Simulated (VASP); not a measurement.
# Ti (Fm-3m) in VASP: notebook

Ti is run at these levels: BLYP; tasks: single point.

Everything below comes from runs of VASP 6.6.1. Logs are shortened: lines on timing, memory, paths and dates and some standing lists are left out, and cuts for length are marked.

### 1 The cell of the first run

The structure is cubic, space group Fm-3m (No. 225). The conventional cell has a = 4.147 Å, b = 4.147 Å, c = 4.147 Å, α = 90.00°, β = 90.00°, γ = 90.00°. Ti (site symmetry m-3m) has 12 Ti at 2.93 Å within 3.9 Å.

### 2 Single point, BLYP

File INCAR:

```
AGGAC = 1.0
AGGAX = 1.0
ALDAC = 0.0
ALDAX = 1.0
ALGO = Normal
EDIFF = 1E-7
ENCUT = 520
GGA = B5
ISIF = 2
ISMEAR = -1
LASPH = T
LCHARG = F
LREAL = F
LWAVE = F
NBANDS = 12
NELM = 80
PREC = Accurate
SIGMA = 0.1
```

File KPOINTS:

```
k-points
0
Gamma
  13 13 13
```

File POSCAR:

```
Ti
1.0
    0.0000000000      2.0732865761      2.0732865761
    2.0732865761      0.0000000000      2.0732865761
    2.0732865761      2.0732865761      0.0000000000
Ti
1
Direct
    0.0000000000      0.0000000000      0.0000000000
```

Potentials or basis: VASP PAW PBE potentials, release 64 (Ti_sv).

Started as:

```sh
$ cat potpaw_PBE.64/Ti_sv/POTCAR > POTCAR
$ mpirun -np 1 vasp_std > vasp.out
```

OUTCAR:

```text
EDIFF = 1E-7
   ENCUT = 520
   GGA = B5
   ISIF = 2
   ISMEAR = -1
   LASPH = T
   LREAL = F
   NELM = 80
   PREC = Accurate

 ion  position               nearest neighbor table
   1  0.000  0.000  0.000-

  LATTYP: Found a face centered cubic cell.
 ALAT       =     4.1465731522

  Lattice vectors:

 A1 = (   0.0000000000,   2.0732865761,   2.0732865761)
 A2 = (   2.0732865761,   0.0000000000,   2.0732865761)
 A3 = (   2.0732865761,   2.0732865761,   0.0000000000)

Analysis of symmetry for initial positions (statically):
=====================================================================
 Subroutine PRICEL returns:
 Original cell was already a primitive cell.

 Routine SETGRP: Setting up the symmetry group for a
 face centered cubic supercell.

 Subroutine GETGRP returns: Found 48 space group operations
 (whereof 48 operations were pure point group operations)
 out of a pool of 48 trial point group operations.

The static configuration has the point symmetry O_h .

Analysis of symmetry for dynamics (positions and initial velocities):
=====================================================================
 Subroutine PRICEL returns:
 Original cell was already a primitive cell.

 Routine SETGRP: Setting up the symmetry group for a
 face centered cubic supercell.

 Subroutine GETGRP returns: Found 48 space group operations
 (whereof 48 operations were pure point group operations)
 out of a pool of 48 trial point group operations.

The dynamic configuration has the point symmetry O_h .

 Subroutine INISYM returns: Found 48 space group operations
 (whereof 48 operations are pure point group operations),
 and found     1 'primitive' translations

----------------------------------------------------------------------------------------

                                     Primitive cell

  volume of cell :      17.8241

  direct lattice vectors                    reciprocal lattice vectors
     0.000000000  2.073286576  2.073286576    -0.241162995  0.241162995  0.241162995
     2.073286576  0.000000000  2.073286576     0.241162995 -0.241162995  0.241162995
     2.073286576  2.073286576  0.000000000     0.241162995  0.241162995 -0.241162995

  length of vectors
     2.932069995  2.932069995  2.932069995     0.417706560  0.417706560  0.417706560

  position of ions in fractional coordinates (direct lattice)
     0.000000000  0.000000000  0.000000000

  ion indices of the primitive-cell ions
   primitive index   ion index
                 1           1

----------------------------------------------------------------------------------------

[... 75 lines left out ...]
   ISIF   =      2    stress and relaxation
   ISYM   =      2    0-nonsym 1-usesym 2-fastsym
   POTIM  = 0.5000    time-step for ionic-motion
   TEBEG  =    0.0;   TEEND  =   0.0 temperature during run
   PSTRESS=    0.0 pullay stress
   NELECT =      12.0000    total number of electrons
   NUPDOWN=      -1.0000    fix difference up-down
   EMIN   =  10.00;   EMAX   =-10.00  energy-range for DOS
   EFERMI =   0.00;   METHOD = LEGACY
   ISMEAR =    -1;   SIGMA  =   0.10  broadening in eV -4-tet -1-fermi 0-gaus
   EFERMI_NEDOS =   21; number of points for ismear=-14 and -15
   IALGO  =     38    algorithm
   IMIX   =      4    mixing-type and parameters
     AMIX     =   0.40;   BMIX     =  1.00
     AMIX_MAG =   1.60;   BMIX_MAG =  1.00
  volume/ion in A,a.u.               =      17.82       120.28
  Fermi-wavevector in a.u.,A,eV,Ry     =   1.434826  2.711428 28.010664  2.058726
  Thomas-Fermi vector in A             =   2.554192
   LORBIT       =      0    0 simple, 1 ext, 2 COOP (PROOUT), +10 PAW based schemes
   GGA     = B5    functional components
   LHFCALC =     F    Hartree Fock is set to
   AEXX    =    0.0000 exact exchange contribution
   IVDW    =     0    specifies the selected vdW correction
   LEPSILON=     F    determine dielectric tensor
   LRPA    =     F    only Hartree local field effects (RPA)
 non-spin polarized calculation
  energy-cutoff  :      520.00
  volume of cell :       17.82
 maximum number of plane-waves:       531
 NGX is ok and might be reduce to    24
   NGX = 11   NGY = 11   NGZ = 11

 number of electron      11.9999998 magnetization

 Free energy of the ion-electron system (eV)
  ---------------------------------------------------
  ext. energy  EPLUGINS =         0.00000000
  ---------------------------------------------------
  free energy    TOTEN  =        -6.74327140 eV

  energy without entropy =       -6.68402446  energy(sigma->0) =       -6.71364793

 E-fermi :   8.4084     XC(G=0): -10.8429

 val. band max:        8.4004094366   @ k =   0.3077   0.0000   0.0000
 cond. band min:       8.4682597964   @ k =  -0.3846   0.3846   0.1538
 fundamental gap:      0.0678503598
 Fermi energy:         8.4084081353

 k-point     1 :       0.0000    0.0000    0.0000
  band No.  band energies     occupation
      1     -48.1141      2.00000
      2     -24.1691      2.00000
      3     -24.1691      2.00000
      4     -24.1691      2.00000
      5       2.5645      2.00000
      6       9.1933      0.00078
      7       9.1933      0.00078
      8       9.1933      0.00078
      9      10.7644      0.00000
     10      10.7644      0.00000
     11      23.6336      0.00000
     12      28.0278      0.00000
[... 331 lines left out ...]
 k-point    24 :       0.4615    0.1538    0.0000
  band No.  band energies     occupation
      1     -47.9989      2.00000
      2     -24.7075      2.00000
      3     -24.3166      2.00000
      4     -24.2807      2.00000
      5       6.2489      2.00000
      6       8.0397      1.95115
      7       8.8753      0.01860
      8       9.6259      0.00001
      9      11.8104      0.00000
     10      12.2714      0.00000
     11      17.2421      0.00000
     12      22.9515      0.00000

 [... further k-points ...]
[... 5 lines left out ...]
  --------------------------------------------------------------------------------------
  -------------------------------------------------------------------------------------
  Total       -0.0051433     -0.0051433     -0.0051433     -0.0000000     -0.0000000      0.0000000
  in kB       -0.4623188     -0.4623188     -0.4623188     -0.0000000     -0.0000000      0.0000000
  external PRESSURE =      -0.4623188 kB  Pullay stress =       0.0000000 kB

 VOLUME and BASIS-vectors are now :
 -----------------------------------------------------------------------------
  energy-cutoff  :      520.00
  volume of cell :       17.82
      direct lattice vectors                 reciprocal lattice vectors
     0.000000000  2.073286576  2.073286576    -0.241162995  0.241162995  0.241162995
     2.073286576  0.000000000  2.073286576     0.241162995 -0.241162995  0.241162995
     2.073286576  2.073286576  0.000000000     0.241162995  0.241162995 -0.241162995

 POSITION                                       TOTAL-FORCE (eV/Angst)
 -----------------------------------------------------------------------------------
      0.00000      0.00000      0.00000        -0.000000     -0.000000      0.000000
 -----------------------------------------------------------------------------------
    total drift:                               -0.000000      0.000000     -0.000000

  FREE ENERGIE OF THE ION-ELECTRON SYSTEM (eV)
  ---------------------------------------------------
  free  energy   TOTEN  =        -6.7432714050 eV

  energy  without entropy=       -6.6840244560  energy(sigma->0) =       -6.71364793
```

OSZICAR:

```text
N       E                     dE             d eps       ncg     rms          rms(c)
DAV:   1     0.885907288187E+02    0.88591E+02   -0.66173E+03  2024   0.120E+03
DAV:   2    -0.336996687725E+01   -0.91961E+02   -0.89494E+02  2044   0.296E+02
DAV:   3    -0.750094942238E+01   -0.41310E+01   -0.40884E+01  2800   0.653E+01
DAV:   4    -0.760375659239E+01   -0.10281E+00   -0.10268E+00  2236   0.902E+00
DAV:   5    -0.760644513079E+01   -0.26885E-02   -0.26884E-02  2464   0.131E+00    0.775E+00
DAV:   6    -0.673940630519E+01    0.86704E+00   -0.18994E+00  2164   0.201E+01    0.204E+00
DAV:   7    -0.673488387756E+01    0.45224E-02   -0.67745E-02  2452   0.283E+00    0.120E+00
DAV:   8    -0.674289703736E+01   -0.80132E-02   -0.29314E-02  2100   0.214E+00    0.968E-02
DAV:   9    -0.674325202216E+01   -0.35498E-03   -0.19980E-03  2452   0.465E-01    0.631E-02
DAV:  10    -0.674328881017E+01   -0.36788E-04   -0.18965E-04  2148   0.151E-01    0.112E-02
DAV:  11    -0.674327056453E+01    0.18246E-04   -0.18606E-05  2508   0.611E-02    0.584E-03
DAV:  12    -0.674327079293E+01   -0.22839E-06   -0.12717E-06  2600   0.141E-02    0.808E-04
DAV:  13    -0.674327130764E+01   -0.51471E-06   -0.20012E-07  2424   0.326E-03    0.661E-04
DAV:  14    -0.674327140498E+01   -0.97345E-07   -0.15278E-08  1168   0.985E-04
   1 F= -.67432714E+01 E0= -.67136479E+01  d E =-.592469E-01
```

Wall time 18 s (1 thread of Intel Xeon 8259CL, shared host); peak memory 0.15 GiB.

What came out:

```
Free energy            : -6.7433 eV
Pressure               : 0.0 GPa
Band gap on the k mesh : zero (band 6 reaches 9.19 eV, above the bottom of band 7 at 7.92 eV)
```

Caveat: the PAW data sets were made with another functional, which shifts forces and pressure a little.

### 3 Single point, BLYP (volume scaled by 0.88)

File INCAR:

```
PREC = Accurate ; ENCUT = 520
EDIFF = 1E-6 ; ISMEAR = -1
SIGMA = 0.1 ; LREAL = F
LASPH = T ; NELM = 80
ALGO = Normal ; ISIF = 2
LWAVE = F ; LCHARG = F
GGA = B5 ; ALDAX = 1.0
AGGAX = 1.0 ; AGGAC = 1.0
ALDAC = 0.0 ; NBANDS = 12
```

File KPOINTS:

```
regular mesh
0
Gamma
  15 15 15
```

File POSCAR:

```
Ti
1.0
    0.0000000000      1.9867972941      1.9867972941
    1.9867972941      0.0000000000      1.9867972941
    1.9867972941      1.9867972941      0.0000000000
Ti
1
Direct
    0.0000000000      0.0000000000      0.0000000000
```

Potentials or basis: VASP PAW PBE potentials, release 64 (Ti_sv).

Started as:

```sh
$ cat potpaw_PBE.64/Ti_sv/POTCAR > POTCAR
$ mpirun -np 1 vasp_std > vasp.out
```

It took 20 s on 1 thread of Intel Xeon 8259CL, shared host; peak memory 0.15 GiB.

It converged, with:

- Free energy: -6.6458 eV
- Pressure: 15.9 GPa
- Band gap on the k mesh: zero (band 6 reaches 10.67 eV, above the bottom of band 7 at 9.47 eV)

Levels at points of the mesh, in eV from the Fermi level:
```csv
k point,band 3,band 4,band 5,band 6,band 7,band 8,band 9,band 10
"(0.00, 0.00, 0.00)",-32.23,-32.23,-6.11,0.85,0.85,0.85,2.71,2.71
```

Caveat: the PAW data sets were made with another functional, which shifts forces and pressure a little.

### 4 Single point, BLYP (volume scaled by 0.92)

File INCAR:

```
PREC = Accurate
ENCUT = 520
EDIFF = 1E-6
ISMEAR = -1
SIGMA = 0.1
LREAL = F
LASPH = T
NELM = 100
ALGO = Normal
ISIF = 2
LWAVE = F
LCHARG = F
GGA = B5
ALDAX = 1.0
AGGAX = 1.0
AGGAC = 1.0
ALDAC = 0.0
NBANDS = 12
```

KPOINTS is that of step 3.

File POSCAR:

```
Ti
1.0
    0.0000000000      2.0164553575      2.0164553575
    2.0164553575      0.0000000000      2.0164553575
    2.0164553575      2.0164553575      0.0000000000
Ti
1
Direct
    0.0000000000      0.0000000000      0.0000000000
```

Potentials or basis: VASP PAW PBE potentials, release 64 (Ti_sv).

Started as:

```sh
$ cat potpaw_PBE.64/Ti_sv/POTCAR > POTCAR
$ mpirun -np 1 vasp_std > vasp.out
```

OUTCAR:

```text
PREC = Accurate
   ENCUT = 520
   EDIFF = 1E-6
   ISMEAR = -1
   LREAL = F
   LASPH = T
   NELM = 100
   ISIF = 2
   GGA = B5

 ion  position               nearest neighbor table
   1  0.000  0.000  0.000-

  LATTYP: Found a face centered cubic cell.
 ALAT       =     4.0329107150

  Lattice vectors:

 A1 = (   0.0000000000,   2.0164553575,   2.0164553575)
 A2 = (   2.0164553575,   0.0000000000,   2.0164553575)
 A3 = (   2.0164553575,   2.0164553575,   0.0000000000)

[... 537 lines left out ...]
     12      26.3969      0.00000

 [... further k-points ...]

------------------------ aborting loop because EDIFF is reached ----------------------------------------

  FORCE on cell =-STRESS in cart. coord.  units (eV):
  Direction    XX          YY          ZZ          XY          YZ          ZX
  --------------------------------------------------------------------------------------
  -------------------------------------------------------------------------------------
  Total        0.9856966      0.9856966      0.9856966      0.0000000     -0.0000000      0.0000000
  in kB       96.3070325     96.3070325     96.3070325      0.0000000     -0.0000000      0.0000000
  external PRESSURE =      96.3070325 kB  Pullay stress =       0.0000000 kB

 VOLUME and BASIS-vectors are now :
 -----------------------------------------------------------------------------
  energy-cutoff  :      520.00
  volume of cell :       16.40
      direct lattice vectors                 reciprocal lattice vectors
     0.000000000  2.016455357  2.016455357    -0.247959866  0.247959866  0.247959866
     2.016455357  0.000000000  2.016455357     0.247959866 -0.247959866  0.247959866
     2.016455357  2.016455357  0.000000000     0.247959866  0.247959866 -0.247959866

 POSITION                                       TOTAL-FORCE (eV/Angst)
 -----------------------------------------------------------------------------------
      0.00000      0.00000      0.00000         0.000000      0.000000     -0.000000
 -----------------------------------------------------------------------------------
    total drift:                                0.000000      0.000000     -0.000000

  FREE ENERGIE OF THE ION-ELECTRON SYSTEM (eV)
  ---------------------------------------------------
  free  energy   TOTEN  =        -6.7024784434 eV

  energy  without entropy=       -6.6480999399  energy(sigma->0) =       -6.67528919
```

Run time: 22 s. Hardware: 1 thread of Intel Xeon 8259CL, shared host; peak memory 0.15 GiB.

Results:

* Free energy: -6.7025 eV
* Pressure: 9.6 GPa
* Band gap on the k mesh: zero (band 6 reaches 10.15 eV, above the bottom of band 7 at 9.01 eV)

Caveat: the PAW data sets were made with another functional, which shifts forces and pressure a little.

### 5 The runs side by side

| cell | k mesh | gap on the mesh (eV) | pressure (GPa) |
| --- | --- | --- | --- |
| a = 2.932 Å, angles 60.0°, 1 atom | 13 × 13 × 13 | none | 0.0 |
| a = 2.810 Å, angles 60.0°, 1 atom | 15 × 15 × 15 | none | 15.9 |
| a = 2.852 Å, angles 60.0°, 1 atom | 15 × 15 × 15 | none | 9.6 |

Alike in all rows: task single point; level BLYP; potentials or basis VASP PAW PBE potentials, release 64 (Ti_sv); no spin polarisation; cutoff (eV) 520; smearing fermi-dirac 0.1 eV.

Caveats: the PAW data sets were made with another functional, which shifts forces and pressure a little.

Absolute energies hang on the potentials; compare differences alone.
